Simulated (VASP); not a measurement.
# PbS (Fm-3m) in VASP: notebook

Aim: see how the results for PbS move with the level of theory and the settings. Levels: revPBE+D3(BJ), PBE+D3(BJ). Tasks: single point.

All numbers are computed with VASP 6.6.1; they aren't measurements. Logs are shortened: lines on timing, memory, paths and dates and some standing lists are left out, and cuts for length are marked.

## (1) The cell of the first run

It takes space group Fm-3m (No. 225, cubic). Conventional cell: a = 5.917 Å, b = 5.917 Å, c = 5.917 Å, α = 90.00°, β = 90.00°, γ = 90.00°. Pb (site symmetry m-3m) has 6 S at 2.96 Å within 3.9 Å. S (site symmetry m-3m) has 6 Pb at 2.96 Å within 3.9 Å.

## (2) Single point, revPBE+D3(BJ)

The input, INCAR:

```
SYSTEM = PbS
ALGO = Normal ; EDIFF = 1E-6
ENCUT = 500 ; GGA = RE
GGA_COMPAT = .False. ; ISIF = 2
ISMEAR = 0 ; IVDW = 12
LASPH = .True. ; LCHARG = .False.
LREAL = .False. ; LWAVE = .False.
NBANDS = 17 ; NELM = 120
PREC = Accurate ; SIGMA = 0.01
```

The input, KPOINTS:

```
k-points
0
Gamma
  6 6 6
  0 0 0
```

The input, POSCAR:

```
PbS
1.0
    0.0000000000      2.9584042775      2.9584042775
    2.9584042775      0.0000000000      2.9584042775
    2.9584042775      2.9584042775      0.0000000000
Pb S
1 1
Direct
    0.0000000000      0.0000000000      0.0000000000
    0.5000000000      0.5000000000      0.5000000000
```

Potentials or basis: VASP PAW PBE potentials, release 64 (Pb_d, S).

Launch:

```sh
> cat potpaw_PBE.64/Pb_d/POTCAR potpaw_PBE.64/S/POTCAR > POTCAR
> mpirun -np 1 vasp_std > vasp.out
```

OUTCAR:

```text
SYSTEM = PbS
   EDIFF = 1E-6
   ENCUT = 500
   GGA = RE
   ISIF = 2
   ISMEAR = 0
   IVDW = 12
   LASPH = .True.
   LREAL = .False.
   NELM = 120
   PREC = Accurate
 IVDW          = 12

 ion  position               nearest neighbor table
   1  0.000  0.000  0.000-   2 2.96   2 2.96   2 2.96   2 2.96   2 2.96   2 2.96
   2  0.500  0.500  0.500-   1 2.96   1 2.96   1 2.96   1 2.96   1 2.96   1 2.96

  LATTYP: Found a face centered cubic cell.
 ALAT       =     5.9168085550

  Lattice vectors:

 A1 = (   0.0000000000,   2.9584042775,   2.9584042775)
 A2 = (   2.9584042775,   0.0000000000,   2.9584042775)
 A3 = (   2.9584042775,   2.9584042775,   0.0000000000)

Analysis of symmetry for initial positions (statically):
=====================================================================
 Subroutine PRICEL returns:
 Original cell was already a primitive cell.

 Routine SETGRP: Setting up the symmetry group for a
 face centered cubic supercell.

 Subroutine GETGRP returns: Found 48 space group operations
 (whereof 48 operations were pure point group operations)
 out of a pool of 48 trial point group operations.

The static configuration has the point symmetry O_h .

Analysis of symmetry for dynamics (positions and initial velocities):
=====================================================================
 Subroutine PRICEL returns:
 Original cell was already a primitive cell.

 Routine SETGRP: Setting up the symmetry group for a
 face centered cubic supercell.

 Subroutine GETGRP returns: Found 48 space group operations
 (whereof 48 operations were pure point group operations)
 out of a pool of 48 trial point group operations.

The dynamic configuration has the point symmetry O_h .

 Subroutine INISYM returns: Found 48 space group operations
 (whereof 48 operations are pure point group operations),
 and found     1 'primitive' translations

----------------------------------------------------------------------------------------

                                     Primitive cell

  volume of cell :      51.7848

  direct lattice vectors                    reciprocal lattice vectors
     0.000000000  2.958404278  2.958404278    -0.169010031  0.169010031  0.169010031
     2.958404278  0.000000000  2.958404278     0.169010031 -0.169010031  0.169010031
     2.958404278  2.958404278  0.000000000     0.169010031  0.169010031 -0.169010031

  length of vectors
     4.183815452  4.183815452  4.183815452     0.292733961  0.292733961  0.292733961

  position of ions in fractional coordinates (direct lattice)
     0.000000000  0.000000000  0.000000000
     0.500000000  0.500000000  0.500000000

  ion indices of the primitive-cell ions
   primitive index   ion index
                 1           1
                 2           2

----------------------------------------------------------------------------------------

 KPOINTS: k-points

Automatic generation of k-mesh.
 Grid dimensions read from file:
 generate k-points for:    6    6    6

 Generating k-lattice:

  Cartesian coordinates                     Fractional coordinates (reciprocal lattice)
    -0.028168339  0.028168339  0.028168339     0.166666667  0.000000000  0.000000000
     0.028168339 -0.028168339  0.028168339     0.000000000  0.166666667  0.000000000
     0.028168339  0.028168339 -0.028168339     0.000000000  0.000000000  0.166666667

  Length of vectors
     0.048788994  0.048788994  0.048788994

  Shift w.r.t. Gamma in fractional coordinates (k-lattice)
     0.000000000  0.000000000  0.000000000

 Subroutine IBZKPT returns following result:
 ===========================================

 Found     16 irreducible k-points:

 Following reciprocal coordinates:
            Coordinates               Weight
  0.000000  0.000000  0.000000      1.000000
  0.166667  0.000000  0.000000      8.000000
  0.333333  0.000000  0.000000      8.000000
  0.500000  0.000000  0.000000      4.000000
  0.166667  0.166667  0.000000      6.000000
  0.333333  0.166667  0.000000     24.000000
[... 8 lines left out ...]
 -0.333333  0.333333  0.166667     24.000000
 -0.333333  0.500000  0.166667     12.000000
   k-points           NKPTS =     16   k-points in BZ     NKDIM =     16   number of bands    NBANDS=     17
   number of dos      NEDOS =    301   number of ions     NIONS =      2
   total plane-waves  NPLWV =  32768
   dimension x,y,z NGX =    32 NGY =   32 NGZ =   32
   dimension x,y,z NGXF=    64 NGYF=   64 NGZF=   64
   ions per type =               1   1
   NGX,Y,Z   is equivalent  to a cutoff of  12.72, 12.72, 12.72 a.u.
   NGXF,Y,Z  is equivalent  to a cutoff of  25.43, 25.43, 25.43 a.u.
 SYSTEM =  PbS
   PREC   = accura    normal or accurate (medium, high low for compatibility)
   ISTART =      0    job   : 0-new  1-cont  2-samecut
   ICHARG =      2    charge: 1-file 2-atom 10-const
   ISPIN  =      1    spin polarized calculation?
   LNONCOLLINEAR =      F non collinear calculations
   LSORBIT =      F    spin-orbit coupling
   LASPH  =      T    aspherical Exc in radial PAW
   ENCUT  =  500.0 eV  36.75 Ry    6.06 a.u.   7.63  7.63  7.63*2*pi/ulx,y,z
   NELM   =    120;   NELMIN=  2; NELMDL= -5     # of ELM steps
   EDIFF  = 0.1E-05   stopping-criterion for ELM
   LREAL  =      F    real-space projection
   EDIFFG = 0.1E-04   stopping-criterion for IOM
   NSW    =      0    number of steps for IOM
   IBRION =     -1    ionic relax: 0-MD 1-quasi-New 2-CG
   NFREE  =      0    steps in history (QN), initial steepest desc. (CG)
   ISIF   =      2    stress and relaxation
   ISYM   =      2    0-nonsym 1-usesym 2-fastsym
   POTIM  = 0.5000    time-step for ionic-motion
   TEBEG  =    0.0;   TEEND  =   0.0 temperature during run
   PSTRESS=    0.0 pullay stress
   NELECT =      20.0000    total number of electrons
   NUPDOWN=      -1.0000    fix difference up-down
   EMIN   =  10.00;   EMAX   =-10.00  energy-range for DOS
   EFERMI =   0.00;   METHOD = LEGACY
   ISMEAR =     0;   SIGMA  =   0.01  broadening in eV -4-tet -1-fermi 0-gaus
   EFERMI_NEDOS =   21; number of points for ismear=-14 and -15
   IALGO  =     38    algorithm
   IMIX   =      4    mixing-type and parameters
     AMIX     =   0.40;   BMIX     =  1.00
     AMIX_MAG =   1.60;   BMIX_MAG =  1.00
  volume/ion in A,a.u.               =      25.89       174.73
  Fermi-wavevector in a.u.,A,eV,Ry     =   1.192204  2.252939 19.338652  1.421351
  Thomas-Fermi vector in A             =   2.328248
   LORBIT       =      0    0 simple, 1 ext, 2 COOP (PROOUT), +10 PAW based schemes
   GGA     = RE    functional components
   LHFCALC =     F    Hartree Fock is set to
   AEXX    =    0.0000 exact exchange contribution
   IVDW    =    12    specifies the selected vdW correction
   LEPSILON=     F    determine dielectric tensor
   LRPA    =     F    only Hartree local field effects (RPA)
 non-spin polarized calculation
 Gauss-broadening in eV      SIGMA  =   0.01
  energy-cutoff  :      500.00
  volume of cell :       51.78
 maximum number of plane-waves:      1363
 NGX is ok and might be reduce to    32
   NGX = 15   NGY = 15   NGZ = 15

 number of electron      19.9999997 magnetization

 Free energy of the ion-electron system (eV)
  ---------------------------------------------------
  ext. energy  EPLUGINS =         0.00000000
  ---------------------------------------------------
  free energy    TOTEN  =        -8.13936481 eV

  energy without entropy =       -8.13936481  energy(sigma->0) =       -8.13936481

 E-fermi :   6.0801     XC(G=0):  -9.6000

 val. band max:        6.0178752592   @ k =   0.5000   0.0000   0.0000
 cond. band min:       6.4241084502   @ k =   0.5000   0.0000   0.0000
 fundamental gap:      0.4062331910
 Fermi energy:         6.0800962546

 k-point     1 :       0.0000    0.0000    0.0000
  band No.  band energies     occupation
      1     -10.8786      2.00000
      2     -10.8786      2.00000
      3     -10.8786      2.00000
      4     -10.8590      2.00000
      5     -10.8590      2.00000
      6      -7.6529      2.00000
[... 9 lines left out ...]
     16      12.7476      0.00000
     17      14.7704      0.00000

 k-point     2 :       0.1667    0.0000    0.0000
  band No.  band energies     occupation
      1     -10.8773      2.00000
      2     -10.8752      2.00000
      3     -10.8752      2.00000
      4     -10.8586      2.00000
      5     -10.8586      2.00000
      6      -7.4179      2.00000
[... 9 lines left out ...]
     16      13.3552      0.00000
     17      16.6302      0.00000

 k-point     3 :       0.3333    0.0000    0.0000
  band No.  band energies     occupation
      1     -10.8870      2.00000
      2     -10.8870      2.00000
      3     -10.8757      2.00000
      4     -10.8392      2.00000
      5     -10.8392      2.00000
      6      -6.8217      2.00000
[... 9 lines left out ...]
     16      14.7533      0.00000
     17      18.3811      0.00000

 k-point     4 :       0.5000    0.0000    0.0000
  band No.  band energies     occupation
      1     -10.8944      2.00000
      2     -10.8944      2.00000
      3     -10.8753      2.00000
      4     -10.8279      2.00000
      5     -10.8279      2.00000
      6      -6.4031      2.00000
[... 9 lines left out ...]
     16      16.1107      0.00000
     17      16.6089      0.00000
[... 183 lines left out ...]
      1     -10.9400      2.00000
      2     -10.8794      2.00000
      3     -10.8652      2.00000
      4     -10.8362      2.00000
      5     -10.8334      2.00000
      6      -6.3503      2.00000
[... 9 lines left out ...]
     16      16.6611      0.00000
     17      16.9988      0.00000

 k-point    15 :      -0.3333    0.3333    0.1667
  band No.  band energies     occupation
      1     -10.9511      2.00000
      2     -10.8712      2.00000
      3     -10.8563      2.00000
      4     -10.8559      2.00000
      5     -10.8239      2.00000
      6      -6.0508      2.00000
[... 9 lines left out ...]
     16      17.4014      0.00000
     17      17.8490      0.00000

 k-point    16 :      -0.3333    0.5000    0.1667
  band No.  band energies     occupation
      1     -10.9853      2.00000
      2     -10.8833      2.00000
      3     -10.8498      2.00000
      4     -10.8395      2.00000
      5     -10.8167      2.00000
      6      -5.9333      2.00000
[... 9 lines left out ...]
     16      17.8724      0.00000
     17      18.2267      0.00000

------------------------ aborting loop because EDIFF is reached ----------------------------------------

 Edisp (eV)   -1.30496

 E8    (eV) :    -0.9205

  FORCE on cell =-STRESS in cart. coord.  units (eV):
  Direction    XX          YY          ZZ          XY          YZ          ZX
  --------------------------------------------------------------------------------------
  -------------------------------------------------------------------------------------
  Total      -0.02823    -0.02823    -0.02823     0.00000     0.00000     0.00000
  in kB      -0.87352    -0.87352    -0.87352     0.00000     0.00000     0.00000
  external pressure =       -0.87 kB  Pullay stress =        0.00 kB

 VOLUME and BASIS-vectors are now :
 -----------------------------------------------------------------------------
  energy-cutoff  :      500.00
  volume of cell :       51.78
      direct lattice vectors                 reciprocal lattice vectors
     0.000000000  2.958404278  2.958404278    -0.169010031  0.169010031  0.169010031
     2.958404278  0.000000000  2.958404278     0.169010031 -0.169010031  0.169010031
     2.958404278  2.958404278  0.000000000     0.169010031  0.169010031 -0.169010031

 POSITION                                       TOTAL-FORCE (eV/Angst)
 -----------------------------------------------------------------------------------
      0.00000      0.00000      0.00000        -0.000000     -0.000000      0.000000
      2.95840      2.95840      2.95840         0.000000      0.000000     -0.000000
 -----------------------------------------------------------------------------------
    total drift:                                0.000000     -0.000000     -0.000000

  FREE ENERGIE OF THE ION-ELECTRON SYSTEM (eV)
  ---------------------------------------------------
  free  energy   TOTEN  =        -9.4443214484 eV

  energy  without entropy=       -9.4443214484  energy(sigma->0) =       -9.44432145
```

It took 13 s on 1 thread of Intel Xeon Platinum 8488C (Sapphire Rapids), shared host; peak memory 0.18 GiB.

What came out:

* Free energy: -9.4443 eV
* Pressure: -0.1 GPa
* Band gap on the k mesh: 0.41 eV
* Dispersion energy per atom: -0.652 eV

Caveat: the PAW data sets were made with another functional, which shifts forces and pressure a little; spin-orbit coupling is left out, which moves the levels of the heavy elements.

## (3) Single point, PBE+D3(BJ)

This run uses another cell than the first one, of 26.12 Å³/atom.

The input, INCAR:

```
SYSTEM = PbS
  PREC = Accurate
  ENCUT = 500
  EDIFF = 1E-6
  ISMEAR = 0
  SIGMA = 0.01
  LREAL = .False.
  LASPH = .True.
  NELM = 120
  ALGO = Normal
  ISIF = 2
  LWAVE = .False.
  LCHARG = .False.
  GGA = PE
  IVDW = 12
  NBANDS = 17
  GGA_COMPAT = .False.
```

The input, KPOINTS:

```
regular mesh
0
Gamma
  6 6 6
  0 0 0
```

The input, POSCAR:

```
PbS
1.0
    0.0000000000      2.9671241362      2.9671241362
    2.9671241362      0.0000000000      2.9671241362
    2.9671241362      2.9671241362      0.0000000000
Pb S
1 1
Direct
    0.0000000000      0.0000000000      0.0000000000
    0.5000000000      0.5000000000      0.5000000000
```

Potentials or basis: VASP PAW PBE potentials, release 64 (Pb_d, S).

Launch:

```sh
> cat potpaw_PBE.64/Pb_d/POTCAR potpaw_PBE.64/S/POTCAR > POTCAR
> mpirun -np 1 vasp_std > vasp.out
```

Run time: 14 s. Hardware: 1 thread of Intel Xeon Platinum 8488C (Sapphire Rapids), shared host; peak memory 0.18 GiB.

Results (log left out):

```
Free energy                : -9.4519 eV
Pressure                   : -0.1 GPa
Band gap on the k mesh     : 0.37 eV
Dispersion energy per atom : -0.347 eV
```

Levels at points of the mesh, in eV from the valence-band top:
| k point | band 7 | band 8 | band 9 | band 10 | band 11 | band 12 | band 13 | band 14 |
| --- | --- | --- | --- | --- | --- | --- | --- | --- |
| (0.00, 0.00, 0.00) | -6.04 | -2.17 | -2.17 | -2.17 | 5.21 | 5.21 | 5.21 | 6.74 |
| (0.50, 0.00, 0.00) | -8.84 | -1.78 | -1.78 | 0.00 | 0.37 | 1.97 | 1.97 | 8.66 |
| (0.50, 0.50, 0.00) | -7.20 | -5.18 | -3.43 | -3.43 | 3.87 | 5.57 | 5.68 | 5.68 |

Caveat: spin-orbit coupling is left out, which moves the levels of the heavy elements. A k mesh can miss the band edges.
